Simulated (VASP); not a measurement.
# Cr (Im-3m) in VASP: further runs

Cr is run at these levels: RPBE; tasks: single point.

Program: VASP 6.6.1. These are calculated values, not measurements. Logs are shortened: lines on timing, memory, paths and dates and some standing lists are left out, and cuts for length are marked.

### 1 The cell of the first run

Symmetry: Im-3m, No. 229, cubic system. The conventional cell has a = 2.868 Å, b = 2.868 Å, c = 2.868 Å, α = 90.00°, β = 90.00°, γ = 90.00°. Within 3.3 Å of Cr (site symmetry m-3m) lie 14 Cr at 2.48 to 2.87 Å.

### 2 Single point, RPBE

File INCAR:

```
SYSTEM = Cr
  ALGO = Normal
  EDIFF = 1E-6
  ENCUT = 520
  GGA = RP
  ISIF = 2
  ISMEAR = -1
  LASPH = .True.
  LCHARG = .False.
  LREAL = .False.
  LWAVE = .False.
  NBANDS = 12
  NELM = 80
  PREC = Accurate
  SIGMA = 0.1
```

File KPOINTS:

```
k-points
0
Gamma
  25 25 25
  0 0 0
```

File POSCAR:

```
Cr
1.0
   -1.4341531874      1.4341531874      1.4341531874
    1.4341531874     -1.4341531874      1.4341531874
    1.4341531874      1.4341531874     -1.4341531874
Cr
1
Direct
    0.0000000000      0.0000000000      0.0000000000
```

Potentials or basis: VASP PAW PBE potentials, release 64 (Cr_pv).

Started as:

```console
$ cat potpaw_PBE.64/Cr_pv/POTCAR > POTCAR
$ mpirun -np 1 vasp_std > vasp.out
```

OUTCAR:

```text
SYSTEM = Cr
   EDIFF = 1E-6
   ENCUT = 520
   GGA = RP
   ISIF = 2
   ISMEAR = -1
   LASPH = .True.
   LREAL = .False.
   NELM = 80
   PREC = Accurate

 ion  position               nearest neighbor table
   1  0.000  0.000  0.000-

  LATTYP: Found a body centered cubic cell.
 ALAT       =     2.8683063748

  Lattice vectors:

 A1 = (  -1.4341531874,   1.4341531874,   1.4341531874)
 A2 = (   1.4341531874,  -1.4341531874,   1.4341531874)
 A3 = (   1.4341531874,   1.4341531874,  -1.4341531874)

Analysis of symmetry for initial positions (statically):
=====================================================================
 Subroutine PRICEL returns:
 Original cell was already a primitive cell.

 Routine SETGRP: Setting up the symmetry group for a
 body centered cubic supercell.

 Subroutine GETGRP returns: Found 48 space group operations
[... 9 lines left out ...]

 Routine SETGRP: Setting up the symmetry group for a
 body centered cubic supercell.

 Subroutine GETGRP returns: Found 48 space group operations
[... 11 lines left out ...]
                                     Primitive cell

  volume of cell :      11.7990

  direct lattice vectors                    reciprocal lattice vectors
    -1.434153187  1.434153187  1.434153187     0.000000000  0.348637792  0.348637792
     1.434153187 -1.434153187  1.434153187     0.348637792  0.000000000  0.348637792
     1.434153187  1.434153187 -1.434153187     0.348637792  0.348637792  0.000000000

  length of vectors
     2.484026186  2.484026186  2.484026186     0.493048293  0.493048293  0.493048293

  position of ions in fractional coordinates (direct lattice)
     0.000000000  0.000000000  0.000000000

  ion indices of the primitive-cell ions
   primitive index   ion index
                 1           1

----------------------------------------------------------------------------------------

 KPOINTS: k-points

Automatic generation of k-mesh.
 Grid dimensions read from file:
 generate k-points for:   25   25   25

 Generating k-lattice:

  Cartesian coordinates                     Fractional coordinates (reciprocal lattice)
     0.000000000  0.013945512  0.013945512     0.040000000  0.000000000  0.000000000
     0.013945512  0.000000000  0.013945512     0.000000000  0.040000000  0.000000000
     0.013945512  0.013945512  0.000000000     0.000000000  0.000000000  0.040000000

  Length of vectors
     0.019721932  0.019721932  0.019721932

  Shift w.r.t. Gamma in fractional coordinates (k-lattice)
     0.000000000  0.000000000  0.000000000

 Subroutine IBZKPT returns following result:
 ===========================================

 Found    455 irreducible k-points:

 Following reciprocal coordinates:
            Coordinates               Weight
  0.000000  0.000000  0.000000      1.000000
  0.040000  0.000000  0.000000     12.000000
  0.080000  0.000000  0.000000     12.000000
  0.120000  0.000000  0.000000     12.000000
  0.160000  0.000000  0.000000     12.000000
  0.200000  0.000000  0.000000     12.000000
[... 16 lines left out ...]
  0.400000  0.040000  0.000000     48.000000
  0.440000  0.040000  0.000000     48.000000
 [... further k-points ...]
   k-points           NKPTS =    455   k-points in BZ     NKDIM =    455   number of bands    NBANDS=     12
   number of dos      NEDOS =    301   number of ions     NIONS =      1
   total plane-waves  NPLWV =   5832
   dimension x,y,z NGX =    18 NGY =   18 NGZ =   18
   dimension x,y,z NGXF=    36 NGYF=   36 NGZF=   36
   ions per type =               1
   NGX,Y,Z   is equivalent  to a cutoff of  12.05, 12.05, 12.05 a.u.
   NGXF,Y,Z  is equivalent  to a cutoff of  24.09, 24.09, 24.09 a.u.
 SYSTEM =  Cr
   PREC   = accura    normal or accurate (medium, high low for compatibility)
   ISTART =      0    job   : 0-new  1-cont  2-samecut
   ICHARG =      2    charge: 1-file 2-atom 10-const
   ISPIN  =      1    spin polarized calculation?
   LNONCOLLINEAR =      F non collinear calculations
   LSORBIT =      F    spin-orbit coupling
   LASPH  =      T    aspherical Exc in radial PAW
   ENCUT  =  520.0 eV  38.22 Ry    6.18 a.u.   4.62  4.62  4.62*2*pi/ulx,y,z
   NELM   =     80;   NELMIN=  2; NELMDL= -5     # of ELM steps
   EDIFF  = 0.1E-05   stopping-criterion for ELM
   LREAL  =      F    real-space projection
   EDIFFG = 0.1E-04   stopping-criterion for IOM
   NSW    =      0    number of steps for IOM
   IBRION =     -1    ionic relax: 0-MD 1-quasi-New 2-CG
   NFREE  =      0    steps in history (QN), initial steepest desc. (CG)
   ISIF   =      2    stress and relaxation
   ISYM   =      2    0-nonsym 1-usesym 2-fastsym
   POTIM  = 0.5000    time-step for ionic-motion
   TEBEG  =    0.0;   TEEND  =   0.0 temperature during run
   PSTRESS=    0.0 pullay stress
   NELECT =      12.0000    total number of electrons
   NUPDOWN=      -1.0000    fix difference up-down
   EMIN   =  10.00;   EMAX   =-10.00  energy-range for DOS
   EFERMI =   0.00;   METHOD = LEGACY
   ISMEAR =    -1;   SIGMA  =   0.10  broadening in eV -4-tet -1-fermi 0-gaus
   EFERMI_NEDOS =   21; number of points for ismear=-14 and -15
   IALGO  =     38    algorithm
   IMIX   =      4    mixing-type and parameters
     AMIX     =   0.40;   BMIX     =  1.00
     AMIX_MAG =   1.60;   BMIX_MAG =  1.00
  volume/ion in A,a.u.               =      11.80        79.62
  Fermi-wavevector in a.u.,A,eV,Ry     =   1.646341  3.111133 36.877742  2.710438
  Thomas-Fermi vector in A             =   2.735985
   LORBIT       =      0    0 simple, 1 ext, 2 COOP (PROOUT), +10 PAW based schemes
   GGA     = RP    functional components
   LHFCALC =     F    Hartree Fock is set to
   AEXX    =    0.0000 exact exchange contribution
   IVDW    =     0    specifies the selected vdW correction
   LEPSILON=     F    determine dielectric tensor
   LRPA    =     F    only Hartree local field effects (RPA)
 non-spin polarized calculation
  energy-cutoff  :      520.00
  volume of cell :       11.80
 maximum number of plane-waves:       331
   NGX =  9   NGY =  9   NGZ =  9

 number of electron      11.9999983 magnetization

 Free energy of the ion-electron system (eV)
  ---------------------------------------------------
  ext. energy  EPLUGINS =         0.00000000
  ---------------------------------------------------
  free energy    TOTEN  =        -8.99900670 eV

  energy without entropy =       -8.97371381  energy(sigma->0) =       -8.98636026

 E-fermi :  10.7841     XC(G=0): -13.4346

 val. band max:       10.7807783924   @ k =  -0.3200   0.3200   0.2800
 cond. band min:      10.7873123065   @ k =   0.1200   0.0800   0.0000
 fundamental gap:      0.0065339141
 Fermi energy:        10.7841454753

 k-point     1 :       0.0000    0.0000    0.0000
  band No.  band energies     occupation
      1     -32.0388      2.00000
      2     -32.0388      2.00000
      3     -32.0388      2.00000
      4       2.9966      2.00000
      5       9.9031      1.99970
      6       9.9031      1.99970
      7       9.9031      1.99970
      8      11.9152      0.00002
      9      11.9152      0.00002
     10      17.9317      0.00000
     11      32.9018      0.00000
     12      32.9018      0.00000

 k-point     2 :       0.0400    0.0000    0.0000
  band No.  band energies     occupation
      1     -32.0528      2.00000
      2     -32.0431      2.00000
      3     -32.0389      2.00000
      4       3.0659      2.00000
      5       9.8765      1.99977
      6       9.8992      1.99971
      7       9.9494      1.99953
      8      11.8846      0.00003
      9      11.9170      0.00002
     10      17.9318      0.00000
     11      32.7258      0.00000
     12      32.8824      0.00000

 k-point     3 :       0.0800    0.0000    0.0000
  band No.  band energies     occupation
      1     -32.0937      2.00000
      2     -32.0557      2.00000
      3     -32.0391      2.00000
      4       3.2708      2.00000
      5       9.7990      1.99989
      6       9.8834      1.99976
      7      10.0867      1.99813
      8      11.8030      0.00008
      9      11.9229      0.00002
     10      17.9317      0.00000
     11      32.2171      0.00000
     12      32.7943      0.00000

 k-point     4 :       0.1200    0.0000    0.0000
  band No.  band energies     occupation
      1     -32.1586      2.00000
      2     -32.0758      2.00000
      3     -32.0395      2.00000
      4       3.6024      2.00000
      5       9.6773      1.99997
      6       9.8450      1.99983
      7      10.3103      1.98264
      8      11.6992      0.00021
      9      11.9340      0.00002
     10      17.9315      0.00000
     11      31.4148      0.00000
     12      32.5630      0.00000

 k-point     5 :       0.1600    0.0000    0.0000
  band No.  band energies     occupation
      1     -32.2431      2.00000
      2     -32.1021      2.00000
      3     -32.0400      2.00000
      4       4.0443      2.00000
      5       9.5213      1.99999
      6       9.7746      1.99992
      7      10.6121      1.69636
      8      11.6111      0.00051
      9      11.9518      0.00002
     10      17.9313      0.00000
     11      30.3584      0.00000
     12      32.1264      0.00000
[... 228 lines left out ...]
      1     -32.6977      2.00000
      2     -32.2482      2.00000
      3     -32.0482      2.00000
      4       6.2777      2.00000
      5       8.7247      2.00000
      6       9.9078      1.99969
      7      11.7371      0.00015
      8      12.1576      0.00000
      9      12.6007      0.00000
     10      17.9278      0.00000
     11      24.0394      0.00000
     12      28.8918      0.00000

 k-point    22 :       0.3600    0.0400    0.0000
  band No.  band energies     occupation
      1     -32.7759      2.00000
      2     -32.2746      2.00000
      3     -32.0488      2.00000
      4       6.4456      2.00000
      5       8.5920      2.00000
      6      10.3816      1.96492
      7      11.8257      0.00006
      8      12.2160      0.00000
      9      13.0195      0.00000
     10      17.9255      0.00000
     11      22.6920      0.00000
     12      28.3618      0.00000

 k-point    23 :       0.4000    0.0400    0.0000
  band No.  band energies     occupation
      1     -32.8352      2.00000
      2     -32.2948      2.00000
      3     -32.0492      2.00000
      4       6.4991      2.00000
      5       8.4928      2.00000
      6      10.9177      0.41635
      7      11.8878      0.00003
      8      12.2899      0.00000
      9      13.3686      0.00000
     10      17.9221      0.00000
     11      21.5501      0.00000
     12      27.9652      0.00000

 k-point    24 :       0.4400    0.0400    0.0000
  band No.  band energies     occupation
      1     -32.8721      2.00000
      2     -32.3073      2.00000
      3     -32.0495      2.00000
      4       6.5043      2.00000
      5       8.4314      2.00000
      6      11.3417      0.00755
      7      11.9047      0.00003
      8      12.3777      0.00000
      9      13.6099      0.00000
     10      17.9176      0.00000
     11      20.7526      0.00000
     12      27.7200      0.00000

 [... further k-points ...]
[... 5 lines left out ...]
  --------------------------------------------------------------------------------------
  -------------------------------------------------------------------------------------
  Total       -0.0330670     -0.0330670     -0.0330670      0.0000000      0.0000000      0.0000000
  in kB       -4.4901257     -4.4901257     -4.4901257      0.0000000      0.0000000      0.0000000
  external PRESSURE =      -4.4901257 kB  Pullay stress =       0.0000000 kB

 VOLUME and BASIS-vectors are now :
 -----------------------------------------------------------------------------
  energy-cutoff  :      520.00
  volume of cell :       11.80
      direct lattice vectors                 reciprocal lattice vectors
    -1.434153187  1.434153187  1.434153187     0.000000000  0.348637792  0.348637792
     1.434153187 -1.434153187  1.434153187     0.348637792  0.000000000  0.348637792
     1.434153187  1.434153187 -1.434153187     0.348637792  0.348637792  0.000000000

 POSITION                                       TOTAL-FORCE (eV/Angst)
 -----------------------------------------------------------------------------------
      0.00000      0.00000      0.00000         0.000000      0.000000      0.000000
 -----------------------------------------------------------------------------------
    total drift:                                0.000000      0.000000      0.000000

  FREE ENERGIE OF THE ION-ELECTRON SYSTEM (eV)
  ---------------------------------------------------
  free  energy   TOTEN  =        -8.9990066998 eV

  energy  without entropy=       -8.9737138139  energy(sigma->0) =       -8.98636026
```

Run time: 21 s. Hardware: 1 thread of Intel Xeon 6975P-C (Granite Rapids), shared host; peak memory 0.17 GiB.

Results:

```
Free energy            : -8.9990 eV
Pressure               : -0.4 GPa
Band gap on the k mesh : zero (band 6 reaches 13.10 eV, above the bottom of band 7 at 9.90 eV)
```

Levels at points of the mesh, in eV from the Fermi level:
```csv
k point,band 2,band 3,band 4,band 5,band 6,band 7,band 8,band 9,band 10,band 11
"(0.00, 0.00, 0.00)",-42.82,-42.82,-7.79,-0.88,-0.88,-0.88,1.13,1.13,7.15,22.12
```

Caveat: the PAW data sets were made with another functional, which shifts forces and pressure a little; the run has no spin polarisation, though such a crystal can be magnetic.

### 3 Single point, RPBE (volume scaled by 1.04)

File INCAR:

```
  PREC = Accurate
  ENCUT = 520
  EDIFF = 1E-7
  ISMEAR = -1
  SIGMA = 0.1
  LREAL = F
  LASPH = T
  NELM = 80
  ALGO = Normal
  ISIF = 2
  LWAVE = F
  LCHARG = F
  GGA = RP
  NBANDS = 12
```

File KPOINTS:

```
Automatic mesh
0
Gamma
  25 25 25
```

File POSCAR:

```
Cr
1.0
   -1.4530257883      1.4530257883      1.4530257883
    1.4530257883     -1.4530257883      1.4530257883
    1.4530257883      1.4530257883     -1.4530257883
Cr
1
Direct
    0.0000000000      0.0000000000      0.0000000000
```

Potentials or basis: VASP PAW PBE potentials, release 64 (Cr_pv).

Started as:

```console
$ cat potpaw_PBE.64/Cr_pv/POTCAR > POTCAR
$ mpirun -np 1 vasp_std > vasp.out
```

It took 28 s on 1 thread of Intel Xeon 6975P-C (Granite Rapids), shared host; peak memory 0.17 GiB.

The run converged. Its results:

```
Free energy            : -8.9847 eV
Pressure               : -9.1 GPa
Band gap on the k mesh : zero (band 6 reaches 12.44 eV, above the bottom of band 7 at 9.41 eV)
```

Levels at points of the mesh, in eV from the Fermi level:
```tsv
k point	band 4	band 5	band 6	band 7	band 8	band 9
(0.00, 0.00, 0.00)	-7.63	-0.83	-0.83	-0.83	1.08	1.08
```

Caveat: the PAW data sets were made with another functional, which shifts forces and pressure a little; the run has no spin polarisation, though such a crystal can be magnetic. Spin polarisation is off, so any magnetic state and its effect on volume and gap are missing.

(Continued in part 2 of 2.)
